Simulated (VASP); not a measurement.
# ScAl3 (Amm2) in VASP: single point with PBE

Aim: the single point of ScAl3 with PBE.

Program: VASP 6.6.1. These are calculated values, not measurements. Logs are shortened: lines on timing, memory, paths and dates and some standing lists are left out, and cuts for length are marked.

## Step 1: The cell of the first run

Symmetry: Amm2, No. 38, orthorhombic system. Conventional cell: a = 4.105 Å, b = 5.806 Å, c = 5.806 Å, α = 90.00°, β = 90.00°, γ = 90.00°. Within 3.6 Å of Sc (site symmetry mm2) lie 12 Al at 2.72 to 3.09 Å. Al (site symmetry m) has 4 Sc at 2.81 to 3.00 Å and 8 Al at 2.90 Å within 3.7 Å. Within 3.6 Å of Al (site symmetry mm2) lie 4 Sc at 2.72 to 3.09 Å and 8 Al at 2.90 Å.

## Step 2: Single point, PBE (all Al atoms moved +0.188 Å, as atom 2 along Cartesian [1 1 0])

INCAR

```
SYSTEM = ScAl3
PREC = Accurate
ENCUT = 520
EDIFF = 1E-6
ISMEAR = 0
SIGMA = 0.15
LREAL = .False.
LASPH = .True.
NELM = 80
ALGO = Fast
ISIF = 2
LWAVE = .False.
LCHARG = .False.
GGA = PE
NBANDS = 18
```

KPOINTS

```
regular mesh
0
Gamma
  12 12 12
  0 0 0
```

POSCAR

```
ScAl3
1.0
    4.1053305968      0.0000000000      0.0000000000
    0.0000000000      4.1053305968      0.0000000000
    0.0000000000      0.0000000000      4.1053305968
Sc Al
1 3
Direct
    0.0000000000      0.0000000000      0.0000000000
    0.5322952119      0.0322952119      0.5000000000
    0.0322952119      0.5322952119      0.5000000000
    0.5322952119      0.5322952119      0.0000000000
```

Potentials or basis: VASP PAW PBE potentials, release 64 (Sc_sv, Al).

On the command line:

```bash
$ cat potpaw_PBE.64/Sc_sv/POTCAR potpaw_PBE.64/Al/POTCAR > POTCAR
$ mpirun -np 1 vasp_std > vasp.out
```

OUTCAR:

```text
SYSTEM = ScAl3
   PREC = Accurate
   ENCUT = 520
   EDIFF = 1E-6
   ISMEAR = 0
   LREAL = .False.
   LASPH = .True.
   NELM = 80
   ISIF = 2
   GGA = PE

 ion  position               nearest neighbor table
   1  0.000  0.000  0.000-   4 2.72   3 2.81   2 2.81   2 2.81   3 2.81   4 2.91   4 2.91   3 3.00
                             2 3.00   3 3.00   2 3.00   4 3.09
   2  0.532  0.032  0.500-   1 2.81   1 2.81   4 2.90   3 2.90   4 2.90   3 2.90   4 2.90   4 2.90
                             3 2.90   3 2.90   1 3.00   1 3.00
   3  0.032  0.532  0.500-   1 2.81   1 2.81   4 2.90   2 2.90   4 2.90   2 2.90   2 2.90   4 2.90
                             4 2.90   2 2.90   1 3.00   1 3.00
   4  0.532  0.532  0.000-   1 2.72   2 2.90   3 2.90   2 2.90   3 2.90   2 2.90   2 2.90   3 2.90
                             3 2.90   1 2.91   1 2.91   1 3.09

  LATTYP: Found a simple cubic cell.
 ALAT       =     4.1053305968

  Lattice vectors:

 A1 = (   4.1053305968,   0.0000000000,   0.0000000000)
 A2 = (   0.0000000000,   4.1053305968,   0.0000000000)
 A3 = (   0.0000000000,   0.0000000000,   4.1053305968)

Analysis of symmetry for initial positions (statically):
=====================================================================
 Subroutine PRICEL returns:
 Original cell was already a primitive cell.

 Routine SETGRP: Setting up the symmetry group for a
 simple cubic supercell.

 Subroutine GETGRP returns: Found  4 space group operations
 (whereof  4 operations were pure point group operations)
 out of a pool of 48 trial point group operations.

The static configuration has the point symmetry C_2v.

Analysis of symmetry for dynamics (positions and initial velocities):
=====================================================================
 Subroutine PRICEL returns:
 Original cell was already a primitive cell.

 Routine SETGRP: Setting up the symmetry group for a
 simple cubic supercell.

 Subroutine GETGRP returns: Found  4 space group operations
 (whereof  4 operations were pure point group operations)
 out of a pool of 48 trial point group operations.

The dynamic configuration has the point symmetry C_2v.

 Subroutine INISYM returns: Found  4 space group operations
 (whereof  4 operations are pure point group operations),
 and found     1 'primitive' translations

----------------------------------------------------------------------------------------

                                     Primitive cell

  volume of cell :      69.1902

  direct lattice vectors                    reciprocal lattice vectors
     4.105330597  0.000000000  0.000000000     0.243585742  0.000000000  0.000000000
     0.000000000  4.105330597  0.000000000     0.000000000  0.243585742  0.000000000
     0.000000000  0.000000000  4.105330597     0.000000000  0.000000000  0.243585742

  length of vectors
     4.105330597  4.105330597  4.105330597     0.243585742  0.243585742  0.243585742

  position of ions in fractional coordinates (direct lattice)
     0.000000000  0.000000000  0.000000000
     0.532295212  0.032295212  0.500000000
     0.032295212  0.532295212  0.500000000
     0.532295212  0.532295212  0.000000000

  ion indices of the primitive-cell ions
   primitive index   ion index
                 1           1
                 2           2
                 3           3
                 4           4

----------------------------------------------------------------------------------------

 KPOINTS: regular mesh

Automatic generation of k-mesh.
 Grid dimensions read from file:
 generate k-points for:   12   12   12

 Generating k-lattice:

  Cartesian coordinates                     Fractional coordinates (reciprocal lattice)
     0.020298812  0.000000000  0.000000000     0.083333333  0.000000000  0.000000000
     0.000000000  0.020298812  0.000000000     0.000000000  0.083333333  0.000000000
     0.000000000  0.000000000  0.020298812     0.000000000  0.000000000  0.083333333

  Length of vectors
     0.020298812  0.020298812  0.020298812

  Shift w.r.t. Gamma in fractional coordinates (k-lattice)
     0.000000000  0.000000000  0.000000000

 Subroutine IBZKPT returns following result:
 ===========================================

 Found    301 irreducible k-points:

 Following reciprocal coordinates:
            Coordinates               Weight
  0.000000  0.000000  0.000000      1.000000
  0.083333  0.000000  0.000000      4.000000
  0.000000  0.000000  0.083333      2.000000
  0.166667  0.000000  0.000000      4.000000
  0.000000  0.000000  0.166667      2.000000
  0.250000  0.000000  0.000000      4.000000
[... 16 lines left out ...]
  0.083333  0.000000  0.250000      8.000000
 -0.083333  0.250000  0.000000      4.000000
 [... further k-points ...]
   k-points           NKPTS =    301   k-points in BZ     NKDIM =    301   number of bands    NBANDS=     18
   number of dos      NEDOS =    301   number of ions     NIONS =      4
   total plane-waves  NPLWV =  32768
   dimension x,y,z NGX =    32 NGY =   32 NGZ =   32
   dimension x,y,z NGXF=    64 NGYF=   64 NGZF=   64
   ions per type =               1   3
   NGX,Y,Z   is equivalent  to a cutoff of  12.96, 12.96, 12.96 a.u.
   NGXF,Y,Z  is equivalent  to a cutoff of  25.92, 25.92, 25.92 a.u.
 SYSTEM =  ScAl3
   PREC   = accura    normal or accurate (medium, high low for compatibility)
   ISTART =      0    job   : 0-new  1-cont  2-samecut
   ICHARG =      2    charge: 1-file 2-atom 10-const
   ISPIN  =      1    spin polarized calculation?
   LNONCOLLINEAR =      F non collinear calculations
   LSORBIT =      F    spin-orbit coupling
   LASPH  =      T    aspherical Exc in radial PAW
   ENCUT  =  520.0 eV  38.22 Ry    6.18 a.u.   7.63  7.63  7.63*2*pi/ulx,y,z
   NELM   =     80;   NELMIN=  2; NELMDL= -5     # of ELM steps
   EDIFF  = 0.1E-05   stopping-criterion for ELM
   LREAL  =      F    real-space projection
   EDIFFG = 0.1E-04   stopping-criterion for IOM
   NSW    =      0    number of steps for IOM
   IBRION =     -1    ionic relax: 0-MD 1-quasi-New 2-CG
   NFREE  =      0    steps in history (QN), initial steepest desc. (CG)
   ISIF   =      2    stress and relaxation
   ISYM   =      2    0-nonsym 1-usesym 2-fastsym
   POTIM  = 0.5000    time-step for ionic-motion
   TEBEG  =    0.0;   TEEND  =   0.0 temperature during run
   PSTRESS=    0.0 pullay stress
   NELECT =      20.0000    total number of electrons
   NUPDOWN=      -1.0000    fix difference up-down
   EMIN   =  10.00;   EMAX   =-10.00  energy-range for DOS
   EFERMI =   0.00;   METHOD = LEGACY
   ISMEAR =     0;   SIGMA  =   0.15  broadening in eV -4-tet -1-fermi 0-gaus
   EFERMI_NEDOS =   21; number of points for ismear=-14 and -15
   IALGO  =     68    algorithm
   IMIX   =      4    mixing-type and parameters
     AMIX     =   0.40;   BMIX     =  1.00
     AMIX_MAG =   1.60;   BMIX_MAG =  1.00
  volume/ion in A,a.u.               =      17.30       116.73
  Fermi-wavevector in a.u.,A,eV,Ry     =   1.082439  2.045513 15.941590  1.171674
  Thomas-Fermi vector in A             =   2.218480
   LORBIT       =      0    0 simple, 1 ext, 2 COOP (PROOUT), +10 PAW based schemes
   GGA     = PE    functional components
   LHFCALC =     F    Hartree Fock is set to
   AEXX    =    0.0000 exact exchange contribution
   IVDW    =     0    specifies the selected vdW correction
   LEPSILON=     F    determine dielectric tensor
   LRPA    =     F    only Hartree local field effects (RPA)
 non-spin polarized calculation
 RMM-DIIS sequential band-by-band and
 Gauss-broadening in eV      SIGMA  =   0.15
  energy-cutoff  :      520.00
  volume of cell :       69.19
 maximum number of plane-waves:      1888
   NGX = 15   NGY = 15   NGZ = 15

 number of electron      19.9999997 magnetization

 Free energy of the ion-electron system (eV)
  ---------------------------------------------------
  ext. energy  EPLUGINS =         0.00000000
  ---------------------------------------------------
  free energy    TOTEN  =       -19.14036763 eV

  energy without entropy =      -19.12507370  energy(sigma->0) =      -19.13272067

 E-fermi :   7.1642     XC(G=0): -10.3621

 val. band max:        7.1576150501   @ k =   0.3333   0.2500   0.0000
 cond. band min:       7.1755526365   @ k =  -0.2500   0.2500   0.5000
 fundamental gap:      0.0179375864
 Fermi energy:         7.1641639198

 k-point     1 :       0.0000    0.0000    0.0000
  band No.  band energies     occupation
      1     -41.8432      2.00000
      2     -20.5520      2.00000
      3     -20.5473      2.00000
      4     -20.5431      2.00000
      5      -2.8038      2.00000
      6       4.5203      2.00000
[... 10 lines left out ...]
     17      12.4396      0.00000
     18      12.6484      0.00000

 k-point     2 :       0.0833    0.0000    0.0000
  band No.  band energies     occupation
      1     -41.8431      2.00000
      2     -20.5531      2.00000
      3     -20.5471      2.00000
      4     -20.5439      2.00000
      5      -2.7404      2.00000
      6       3.9449      2.00000
[... 10 lines left out ...]
     17      12.4898      0.00000
     18      12.7068      0.00000

 k-point     3 :       0.0000    0.0000    0.0833
  band No.  band energies     occupation
      1     -41.8431      2.00000
      2     -20.5518      2.00000
      3     -20.5493      2.00000
      4     -20.5429      2.00000
      5      -2.7404      2.00000
      6       3.9444      2.00000
[... 10 lines left out ...]
     17      12.5528      0.00000
     18      12.7858      0.00000

 k-point     4 :       0.1667    0.0000    0.0000
  band No.  band energies     occupation
      1     -41.8429      2.00000
      2     -20.5571      2.00000
      3     -20.5467      2.00000
      4     -20.5450      2.00000
      5      -2.5515      2.00000
      6       3.0116      2.00000
[... 375 lines left out ...]
      4     -20.5450      2.00000
      5      -2.1804      2.00000
      6       2.1025      2.00000
[... 10 lines left out ...]
     17      12.0962      0.00000
     18      12.8094      0.00000

 k-point    23 :       0.0833    0.0000    0.2500
  band No.  band energies     occupation
      1     -41.8425      2.00000
      2     -20.5625      2.00000
      3     -20.5518      2.00000
      4     -20.5426      2.00000
      5      -2.1800      2.00000
      6       2.1034      2.00000
[... 10 lines left out ...]
     17      12.1338      0.00000
     18      13.0045      0.00000

 k-point    24 :      -0.0833    0.2500    0.0000
  band No.  band energies     occupation
      1     -41.8425      2.00000
      2     -20.5637      2.00000
      3     -20.5472      2.00000
      4     -20.5459      2.00000
      5      -2.1804      2.00000
      6       2.1029      2.00000
[... 10 lines left out ...]
     17      12.0289      0.00000
     18      12.8985      0.00000

 [... further k-points ...]
[... 5 lines left out ...]
  --------------------------------------------------------------------------------------
  -------------------------------------------------------------------------------------
  Total        0.4244265      0.4244265      0.3770666      0.2629357      0.0000000      0.0000000
  in kB        9.8280789      9.8280789      8.7314071      6.0885749      0.0000000      0.0000000
  external PRESSURE =       9.4625216 kB  Pullay stress =       0.0000000 kB

 VOLUME and BASIS-vectors are now :
 -----------------------------------------------------------------------------
  energy-cutoff  :      520.00
  volume of cell :       69.19
      direct lattice vectors                 reciprocal lattice vectors
     4.105330597  0.000000000  0.000000000     0.243585742  0.000000000  0.000000000
     0.000000000  4.105330597  0.000000000     0.000000000  0.243585742  0.000000000
     0.000000000  0.000000000  4.105330597     0.000000000  0.000000000  0.243585742

 POSITION                                       TOTAL-FORCE (eV/Angst)
 -----------------------------------------------------------------------------------
      0.00000      0.00000      0.00000         1.267383      1.267383      0.000000
      2.18525      0.13258      2.05267        -0.556090     -0.115129      0.000000
      0.13258      2.18525      2.05267        -0.115129     -0.556090      0.000000
      2.18525      2.18525      0.00000        -0.596164     -0.596164      0.000000
 -----------------------------------------------------------------------------------
    total drift:                               -0.000551     -0.000551     -0.000000

  FREE ENERGIE OF THE ION-ELECTRON SYSTEM (eV)
  ---------------------------------------------------
  free  energy   TOTEN  =       -19.1403676296 eV

  energy  without entropy=      -19.1250737050  energy(sigma->0) =      -19.13272067
```

Run time: 2 min. Hardware: 1 thread of Intel Xeon 6975P-C (Granite Rapids), shared host; peak memory 0.45 GiB.

Results:

* Free energy: -19.1404 eV
* Pressure: 0.9 GPa
* Largest force: 1.792 eV/Å
* Band gap on the k mesh: zero (bands 10 and 11 overlap by 3.80 eV)

Forces on the atoms (eV/Å):
```
Sc   1.267  1.267  0.000
Al  -0.556 -0.115  0.000
Al  -0.115 -0.556  0.000
Al  -0.596 -0.596  0.000
```

Levels at points of the mesh, in eV from the Fermi level:
```tsv
k point	band 6	band 7	band 8	band 9	band 10	band 11	band 12	band 13	band 14	band 15
(0.00, 0.00, 0.00)	-2.64	-2.64	-1.82	-1.80	-1.78	1.24	1.25	1.28	1.31	4.45
(0.50, 0.00, 0.00)	-7.28	-1.71	-1.70	-1.49	0.77	0.89	1.00	1.31	1.70	2.18
(0.00, 0.00, 0.50)	-7.28	-1.70	-1.69	-1.47	0.72	0.85	0.99	1.31	1.78	2.11
(0.50, 0.50, 0.00)	-5.62	-5.62	-4.33	-0.56	-0.56	1.22	1.33	1.96	2.46	3.40
(0.00, 0.50, 0.50)	-5.62	-5.62	-4.32	-0.54	-0.53	1.07	1.50	1.99	2.44	3.32
(0.50, 0.50, 0.50)	-4.79	-4.78	-4.41	-2.95	-2.95	-2.93	0.93	2.55	2.58	3.93
```

Caveat: the cell differs from its parent crystal (all Al atoms moved +0.188 Å, as atom 2 along Cartesian [1 1 0]); forces of over 1 eV/Å act on the atoms, so gaps and moduli don't describe the material at rest.
